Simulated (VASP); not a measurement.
A run of VASP 6.6.1 is set up as follows.

Contents of INCAR:

```
SYSTEM = AlIn2N3
ALGO     = Normal         ! electronic algorithm
EDIFF    = 1E-7           ! SCF threshold, eV
ENCUT    = 520            ! plane-wave cutoff, eV
GGA      = PE             ! functional
ISIF     = 2              ! what is computed and relaxed
ISMEAR   = 0              ! smearing method
LASPH    = .TRUE.         ! aspherical terms in the spheres
LCHARG   = .FALSE.        ! write CHGCAR
LREAL    = .FALSE.        ! projectors in reciprocal space
LWAVE    = .FALSE.        ! write WAVECAR
NBANDS   = 56             ! bands
NELM     = 60             ! most SCF steps
PREC     = Accurate       ! precision mode
SIGMA    = 0.02           ! smearing width, eV
```

File KPOINTS:

```
k-points
0
G
  6 6 6
  0 0 0
```

POSCAR

```
AlIn2N3
1.0
    5.0681513077     -2.9169635059      0.0000000000
    5.0681513077      2.9169635059      0.0000000000
    0.0000000000      0.0000000000      5.4177098773
Al In N
2 4 6
Direct
    0.3406891258      0.6593108742      0.9891877879
    0.6593108742      0.3406891258      0.4891877879
    0.9874071606      0.3360504033      0.9871041193
    0.6639495967      0.0125928394      0.9871041193
    0.0125928394      0.6639495967      0.4871041193
    0.3360504033      0.9874071606      0.4871041193
    0.9699099191      0.3323569371      0.3857657678
    0.6676430629      0.0300900809      0.3857657678
    0.0300900809      0.6676430629      0.8857657678
    0.3323569371      0.9699099191      0.8857657678
    0.3689646566      0.6310353434      0.3370724377
    0.6310353434      0.3689646566      0.8370724377
```

Potentials or basis: VASP PAW PBE potentials, release 64 (Al, In_d, N).

The run is started by

```sh
$ cat potpaw_PBE.64/Al/POTCAR potpaw_PBE.64/In_d/POTCAR potpaw_PBE.64/N/POTCAR > POTCAR
$ mpirun -np 1 vasp_std > vasp.out
```

(1) Predict the pressure.

(2) Predict the largest force.

(3) Estimate the band gap on the k mesh.

Answers

(1) 7.3 GPa.

(2) 0.041 eV/Å.

(3) 1.07 eV.

Caveat: the cell differs from its parent crystal (equal strain along all axes, cell held: -1.5 %, then relaxed in part); the cell stands under pressure; spin-orbit coupling is left out, which moves the levels of the heavy elements.
